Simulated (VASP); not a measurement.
Write the native input for VASP 6.6.1 that does the following.

- Task: single point
- Functional: PBE
- Potentials or basis: VASP PAW PBE potentials, release 64 (Si, Bi_d, Te)
- Cutoff: 520 eV
- k mesh: 3 × 3 × 3
- Occupations: gaussian, width 0.2 eV
- Spin: no spin polarisation
- Dipole correction: no
- Further INCAR settings: ALGO = Normal; EDIFF = 1e-06; NBANDS = 42

The structure of SiBi2Te5 lies in POSCAR:

```
SiBi2Te5
1.0
   -3.9711982203      3.9711982203      4.3818540083
    3.9711982203     -3.9711982203      4.3818540083
    3.9711982203      3.9711982203     -4.3818540083
Si Bi Te
1 2 5
Direct
    0.0154799287      0.0154799287      0.0000000000
    0.7941539582      0.2941539582      0.5000000000
    0.2941539582      0.7941539582      0.5000000000
    0.7137299200      0.1889926386      0.0000000000
    0.1889926386      0.1889926386      0.4752627187
    0.7137299200      0.7137299200      0.5247372813
    0.1889926386      0.7137299200      0.0000000000
    0.3137650176      0.3137650176      0.0000000000
```

One way to write it, as run:

INCAR

```
SYSTEM = SiBi2Te5
ALGO = Normal
EDIFF = 1E-6
ENCUT = 520
GGA = PE
ISIF = 2
ISMEAR = 0
LASPH = .TRUE.
LCHARG = .FALSE.
LREAL = .FALSE.
LWAVE = .FALSE.
NBANDS = 42
NELM = 60
PREC = Accurate
SIGMA = 0.2
```

KPOINTS

```
k-points
0
G
  3 3 3
  0 0 0
```

Potentials or basis: VASP PAW PBE potentials, release 64 (Si, Bi_d, Te).

Run with:

```sh
$ cat potpaw_PBE.64/Si/POTCAR potpaw_PBE.64/Bi_d/POTCAR potpaw_PBE.64/Te/POTCAR > POTCAR
$ mpirun -np 1 vasp_std > vasp.out
```

Results of the run:

```yaml
Pressure: 0.2 GPa
Largest_force: 0.050 eV/Å
Band_gap_on_the_k_mesh: zero (band 32 reaches 5.48 eV, above the bottom of band 33 at 5.16 eV)
```

Caveat: the k points lie up to 0.37 Å⁻¹ apart; spin-orbit coupling is left out, which moves the levels of the heavy elements.

It took 93 s on 1 thread of Intel(R) Xeon(R) Platinum 8259CL CPU @ 2.50GHz (Skylake/Cascade Lake), on a shared host, peak memory 0.42 GiB.
